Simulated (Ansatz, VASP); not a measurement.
One calculation of AlNi, two programs

```
Al Ni
1.0
     0.00000   -2.86217    0.00000
     0.00000    0.00000   -2.86217
     8.58650    0.00000    0.00000
Al Ni
3 3
Cartesian
  2.8622 -2.8622 0.0000
  5.7243 -2.8622 0.0000
  0.0000 -2.8622 0.0000
  1.4311 -1.4311 -1.4311
  4.2932 -1.4311 -1.4311
  7.1554 -1.4311 -1.4311
```

Alike in both runs: task single point; functional PBEsol; k mesh 20 × 20 × 7; occupations gaussian, width 0.15 eV; no spin polarisation.

|  | VASP | Ansatz |
| --- | --- | --- |
| version | VASP 6.6.1 | Ansatz 0.2.0 |
| potentials or method | VASP PAW PBE potentials, release 64 (Al, Ni), cutoff 520 eV | scalar-relativistic, plane waves, PAW |
| valence electrons in the cell | 39 | 63 |

Ansatz gave:

* gap on the k mesh at the Fermi level (eV): none
* pressure (GPa): 0.0

Q: Which values does VASP return?

A: gap on the k mesh at the Fermi level (eV): none; pressure (GPa): 0.4.

VASP's potentials were made for PBE, not for PBEsol. A gap of «none» marks a metal or a gap that the smearing closes. VASP's potentials hold 39 valence electrons a cell and Ansatz's 63, so a difference there can come from the potentials and not from the codes.
